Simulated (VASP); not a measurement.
# InGa2As3 (an interface model) in VASP: single point with PBEsol

Aim: the single point of InGa2As3 (an interface model) with PBEsol.

Everything below comes from runs of VASP 6.6.1. Logs are shortened: lines on timing, memory, paths and dates and some standing lists are left out, and cuts for length are marked.

## 1. The cell of the first run

The cell holds layers of an interface, 12 atoms: a = 4.304 Å, b = 4.304 Å, c = 16.557 Å, α = 90.00°, β = 90.00°, γ = 90.00°.

## 2. Single point, PBEsol

Contents of INCAR:

```
ALGO = Normal
EDIFF = 1E-6
ENCUT = 400
GGA = PS
GGA_COMPAT = F
ISIF = 2
ISMEAR = -1
LASPH = T
LCHARG = T
LELF = T
LREAL = F
LVHAR = T
LWAVE = F
NBANDS = 66
NELM = 120
PREC = Accurate
SIGMA = 0.05
```

Contents of KPOINTS:

```
k-points
0
Gamma
  6 6 1
```

Contents of POSCAR:

```
InGa2As3
1.0
    3.0436690000      3.0436690000      0.0000000000
   -3.0436690000      3.0436690000      0.0000000000
    0.0000000000      0.0000000000     16.5567856668
Ga In As
4 2 6
Direct
    0.0000000000      0.0000000000      0.9975650000
    0.0000000000      0.0000000000      0.3142740000
    0.5000000000      0.5000000000      0.1559170000
    0.5000000000      0.5000000000      0.4726630000
    0.0000000000      0.0000000000      0.6435410000
    0.5000000000      0.5000000000      0.8268290000
    0.5000000000      0.0000000000      0.0768070000
    0.5000000000      0.0000000000      0.3933810000
    0.5000000000      0.0000000000      0.7351920000
    0.0000000000      0.5000000000      0.2351010000
    0.0000000000      0.5000000000      0.5512720000
    0.0000000000      0.5000000000      0.9190450000
```

Potentials or basis: VASP PAW PBE potentials, release 64 (Ga_d, In_d, As).

On the command line:

```console
> cat potpaw_PBE.64/Ga_d/POTCAR potpaw_PBE.64/In_d/POTCAR potpaw_PBE.64/As/POTCAR > POTCAR
> mpirun -np 1 vasp_std > vasp.out
```

OUTCAR:

```text
EDIFF = 1E-6
   ENCUT = 400
   GGA = PS
   ISIF = 2
   ISMEAR = -1
   LASPH = T
   LREAL = F
   NELM = 120
   PREC = Accurate

 ion  position               nearest neighbor table
   1  0.000  0.000  0.998-  12 2.51  12 2.51   7 2.52   7 2.52
   2  0.000  0.000  0.314-   8 2.52   8 2.52  10 2.52  10 2.52
   3  0.500  0.500  0.156-   7 2.52   7 2.52  10 2.52  10 2.52
   4  0.500  0.500  0.473-  11 2.52  11 2.52   8 2.52   8 2.52
   5  0.000  0.000  0.644-   9 2.63   9 2.63  11 2.64  11 2.64
   6  0.500  0.500  0.827-   9 2.63   9 2.63  12 2.64  12 2.64
   7  0.500  0.000  0.077-   3 2.52   3 2.52   1 2.52   1 2.52
   8  0.500  0.000  0.393-   2 2.52   2 2.52   4 2.52   4 2.52
   9  0.500  0.000  0.735-   6 2.63   6 2.63   5 2.63   5 2.63
  10  0.000  0.500  0.235-   2 2.52   2 2.52   3 2.52   3 2.52
  11  0.000  0.500  0.551-   4 2.52   4 2.52   5 2.64   5 2.64
  12  0.000  0.500  0.919-   1 2.51   1 2.51   6 2.64   6 2.64

  LATTYP: Found a simple tetragonal cell.
 ALAT       =     4.3043979792
 C/A-ratio  =     3.8464811448

  Lattice vectors:

 A1 = (   3.0436690000,   3.0436690000,   0.0000000000)
 A2 = (  -3.0436690000,   3.0436690000,   0.0000000000)
 A3 = (   0.0000000000,   0.0000000000,  16.5567856668)

Analysis of symmetry for initial positions (statically):
=====================================================================
 Subroutine PRICEL returns:
 Original cell was already a primitive cell.

 Routine SETGRP: Setting up the symmetry group for a
 simple tetragonal supercell.

 Subroutine GETGRP returns: Found  4 space group operations
 (whereof  4 operations were pure point group operations)
 out of a pool of 16 trial point group operations.

The static configuration has the point symmetry C_2v.

Analysis of symmetry for dynamics (positions and initial velocities):
=====================================================================
 Subroutine PRICEL returns:
 Original cell was already a primitive cell.

 Routine SETGRP: Setting up the symmetry group for a
 simple tetragonal supercell.

 Subroutine GETGRP returns: Found  4 space group operations
 (whereof  4 operations were pure point group operations)
 out of a pool of 16 trial point group operations.

The dynamic configuration has the point symmetry C_2v.

 Subroutine INISYM returns: Found  4 space group operations
 (whereof  4 operations are pure point group operations),
 and found     1 'primitive' translations

----------------------------------------------------------------------------------------

                                     Primitive cell

  volume of cell :     306.7615

  direct lattice vectors                    reciprocal lattice vectors
     3.043669000  3.043669000  0.000000000     0.164275419  0.164275419  0.000000000
    -3.043669000  3.043669000  0.000000000    -0.164275419  0.164275419  0.000000000
     0.000000000  0.000000000 16.556785667     0.000000000  0.000000000  0.060398197

  length of vectors
     4.304397979  4.304397979 16.556785667     0.232320525  0.232320525  0.060398197

  position of ions in fractional coordinates (direct lattice)
     0.000000000  0.000000000  0.997565000
     0.000000000  0.000000000  0.314274000
     0.500000000  0.500000000  0.155917000
     0.500000000  0.500000000  0.472663000
     0.000000000  0.000000000  0.643541000
     0.500000000  0.500000000  0.826829000
     0.500000000  0.000000000  0.076807000
     0.500000000  0.000000000  0.393381000
     0.500000000  0.000000000  0.735192000
     0.000000000  0.500000000  0.235101000
     0.000000000  0.500000000  0.551272000
     0.000000000  0.500000000  0.919045000

  ion indices of the primitive-cell ions
   primitive index   ion index
                 1           1
                 2           2
                 3           3
                 4           4
                 5           5
                 6           6
                 7           7
                 8           8
                 9           9
                10          10
                11          11
                12          12

----------------------------------------------------------------------------------------

 KPOINTS: k-points

Automatic generation of k-mesh.
 Grid dimensions read from file:
 generate k-points for:    6    6    1

 Generating k-lattice:

  Cartesian coordinates                     Fractional coordinates (reciprocal lattice)
     0.027379236  0.027379236  0.000000000     0.166666667  0.000000000  0.000000000
    -0.027379236  0.027379236  0.000000000     0.000000000  0.166666667  0.000000000
     0.000000000  0.000000000  0.060398197     0.000000000  0.000000000  1.000000000

  Length of vectors
     0.038720088  0.038720088  0.060398197

  Shift w.r.t. Gamma in fractional coordinates (k-lattice)
     0.000000000  0.000000000  0.000000000

 Subroutine IBZKPT returns following result:
 ===========================================

 Found     16 irreducible k-points:

 Following reciprocal coordinates:
            Coordinates               Weight
  0.000000  0.000000  0.000000      1.000000
  0.166667  0.000000  0.000000      2.000000
  0.000000  0.166667  0.000000      2.000000
  0.333333  0.000000  0.000000      2.000000
  0.000000  0.333333  0.000000      2.000000
  0.500000  0.000000  0.000000      1.000000
[... 8 lines left out ...]
 -0.333333  0.500000  0.000000      2.000000
  0.500000  0.500000  0.000000      1.000000
   k-points           NKPTS =     16   k-points in BZ     NKDIM =     16   number of bands    NBANDS=     66
   number of dos      NEDOS =    301   number of ions     NIONS =     12
   total plane-waves  NPLWV =  84672
   dimension x,y,z NGX =    28 NGY =   28 NGZ =  108
   dimension x,y,z NGXF=    56 NGYF=   56 NGZF=  216
   ions per type =               4   2   6
   NGX,Y,Z   is equivalent  to a cutoff of  10.81, 10.81, 10.84 a.u.
   NGXF,Y,Z  is equivalent  to a cutoff of  21.63, 21.63, 21.69 a.u.
 SYSTEM =  unknown system
   PREC   = accura    normal or accurate (medium, high low for compatibility)
   ISTART =      0    job   : 0-new  1-cont  2-samecut
   ICHARG =      2    charge: 1-file 2-atom 10-const
   ISPIN  =      1    spin polarized calculation?
   LNONCOLLINEAR =      F non collinear calculations
   LSORBIT =      F    spin-orbit coupling
   LASPH  =      T    aspherical Exc in radial PAW
   ENCUT  =  400.0 eV  29.40 Ry    5.42 a.u.   7.02  7.02 27.00*2*pi/ulx,y,z
   NELM   =    120;   NELMIN=  2; NELMDL= -5     # of ELM steps
   EDIFF  = 0.1E-05   stopping-criterion for ELM
   LREAL  =      F    real-space projection
   EDIFFG = 0.1E-04   stopping-criterion for IOM
   NSW    =      0    number of steps for IOM
   IBRION =     -1    ionic relax: 0-MD 1-quasi-New 2-CG
   NFREE  =      0    steps in history (QN), initial steepest desc. (CG)
   ISIF   =      2    stress and relaxation
   ISYM   =      2    0-nonsym 1-usesym 2-fastsym
   POTIM  = 0.5000    time-step for ionic-motion
   TEBEG  =    0.0;   TEEND  =   0.0 temperature during run
   PSTRESS=    0.0 pullay stress
   NELECT =     108.0000    total number of electrons
   NUPDOWN=      -1.0000    fix difference up-down
   EMIN   =  10.00;   EMAX   =-10.00  energy-range for DOS
   EFERMI =   0.00;   METHOD = LEGACY
   ISMEAR =    -1;   SIGMA  =   0.05  broadening in eV -4-tet -1-fermi 0-gaus
   EFERMI_NEDOS =   21; number of points for ismear=-14 and -15
   IALGO  =     38    algorithm
   IMIX   =      4    mixing-type and parameters
     AMIX     =   0.40;   BMIX     =  1.00
     AMIX_MAG =   1.60;   BMIX_MAG =  1.00
  volume/ion in A,a.u.               =      25.56       172.51
  Fermi-wavevector in a.u.,A,eV,Ry     =   1.155977  2.184479 18.181226  1.336282
  Thomas-Fermi vector in A             =   2.292601
   LORBIT       =      0    0 simple, 1 ext, 2 COOP (PROOUT), +10 PAW based schemes
   GGA     = PS    functional components
   LHFCALC =     F    Hartree Fock is set to
   AEXX    =    0.0000 exact exchange contribution
   IVDW    =     0    specifies the selected vdW correction
   LEPSILON=     F    determine dielectric tensor
   LRPA    =     F    only Hartree local field effects (RPA)
 non-spin polarized calculation
  energy-cutoff  :      400.00
  volume of cell :      306.76
 maximum number of plane-waves:      5602
   NGX = 15   NGY = 15   NGZ = 53

 number of electron     108.0000076 magnetization

 Free energy of the ion-electron system (eV)
  ---------------------------------------------------
  ext. energy  EPLUGINS =         0.00000000
  ---------------------------------------------------
  free energy    TOTEN  =       -52.70713639 eV

  energy without entropy =      -52.70574645  energy(sigma->0) =      -52.70644142

 E-fermi :   3.6285     XC(G=0):  -9.3779

 val. band max:        3.4371408409   @ k =   0.0000   0.0000   0.0000
 cond. band min:       3.7725840722   @ k =   0.0000   0.0000   0.0000
 fundamental gap:      0.3354432313
 Fermi energy:         3.6285435689

 k-point     1 :       0.0000    0.0000    0.0000
  band No.  band energies     occupation
      1     -11.2372      2.00000
      2     -11.2207      2.00000
      3     -11.1883      2.00000
      4     -11.1720      2.00000
      5     -11.1712      2.00000
      6     -11.1668      2.00000
[... 58 lines left out ...]
     65       6.4632      0.00000
     66       7.2323      0.00000

 k-point     2 :       0.1667    0.0000    0.0000
  band No.  band energies     occupation
      1     -11.2332      2.00000
      2     -11.2197      2.00000
      3     -11.1938      2.00000
      4     -11.1809      2.00000
      5     -11.1736      2.00000
      6     -11.1703      2.00000
[... 955 lines left out ...]
     65       8.2921      0.00000
     66       8.3286      0.00000

 k-point    16 :       0.5000    0.5000    0.0000
  band No.  band energies     occupation
      1     -11.2437      2.00000
      2     -11.2392      2.00000
      3     -11.2367      2.00000
      4     -11.2102      2.00000
      5     -11.2080      2.00000
      6     -11.1397      2.00000
[... 58 lines left out ...]
     65       7.4910      0.00000
     66       7.4924      0.00000

------------------------ aborting loop because EDIFF is reached ----------------------------------------

  FORCE on cell =-STRESS in cart. coord.  units (eV):
  Direction    XX          YY          ZZ          XY          YZ          ZX
  --------------------------------------------------------------------------------------
  -------------------------------------------------------------------------------------
  Total       -7.5649608     -7.5649608     -0.0435389     -0.0005627      0.0000000      0.0000000
  in kB      -39.5108524    -39.5108524     -0.2273981     -0.0029389      0.0000000      0.0000000
  external PRESSURE =     -26.4163676 kB  Pullay stress =       0.0000000 kB

 VOLUME and BASIS-vectors are now :
 -----------------------------------------------------------------------------
  energy-cutoff  :      400.00
  volume of cell :      306.76
      direct lattice vectors                 reciprocal lattice vectors
     3.043669000  3.043669000  0.000000000     0.164275419  0.164275419  0.000000000
    -3.043669000  3.043669000  0.000000000    -0.164275419  0.164275419  0.000000000
     0.000000000  0.000000000 16.556785667     0.000000000  0.000000000  0.060398197

 POSITION                                       TOTAL-FORCE (eV/Angst)
 -----------------------------------------------------------------------------------
      0.00000      0.00000     16.51647         0.000000     -0.000000      0.004246
      0.00000      0.00000      5.20337        -0.000000      0.000000     -0.000858
      0.00000      3.04367      2.58148        -0.000000     -0.000000      0.003026
      0.00000      3.04367      7.82578        -0.000000     -0.000000     -0.000815
      0.00000      0.00000     10.65497         0.000000      0.000000     -0.003385
      0.00000      3.04367     13.68963        -0.000000     -0.000000     -0.001145
      1.52183      1.52183      1.27168        -0.000000     -0.000000      0.002021
      1.52183      1.52183      6.51312        -0.000000     -0.000000      0.001630
      1.52183      1.52183     12.17242        -0.000000     -0.000000     -0.001283
     -1.52183      1.52183      3.89252         0.000000      0.000000     -0.000734
     -1.52183      1.52183      9.12729        -0.000000     -0.000000      0.000825
     -1.52183      1.52183     15.21643         0.000000     -0.000000     -0.003528
 -----------------------------------------------------------------------------------
    total drift:                               -0.000000      0.000000      0.000836

  FREE ENERGIE OF THE ION-ELECTRON SYSTEM (eV)
  ---------------------------------------------------
  free  energy   TOTEN  =       -52.7071363887 eV

  energy  without entropy=      -52.7057464478  energy(sigma->0) =      -52.70644142
```

Run time: 4.9 min. Hardware: 1 thread of Oxide Virtual Turin-like, shared host; peak memory 0.35 GiB.

What came out:

| Property | Result |
| --- | --- |
| Free energy | -52.7071 eV |
| Pressure | -2.6 GPa |
| Largest force | 0.004 eV/Å |
| Band gap on the k mesh | 0.34 eV |

Forces on the atoms (eV/Å):
```
Ga   0.000  0.000  0.004
Ga   0.000  0.000 -0.001
Ga   0.000  0.000  0.003
Ga   0.000  0.000 -0.001
In   0.000  0.000 -0.003
In   0.000  0.000 -0.001
As   0.000  0.000  0.002
As   0.000  0.000  0.002
As   0.000  0.000 -0.001
As   0.000  0.000 -0.001
As   0.000  0.000  0.001
As   0.000  0.000 -0.004
```

Caveat: semilocal functionals underestimate gaps, and a narrow one can read as zero; the PAW data sets were made with another functional, which shifts forces and pressure a little; spin-orbit coupling is left out, which moves the levels of the heavy elements.
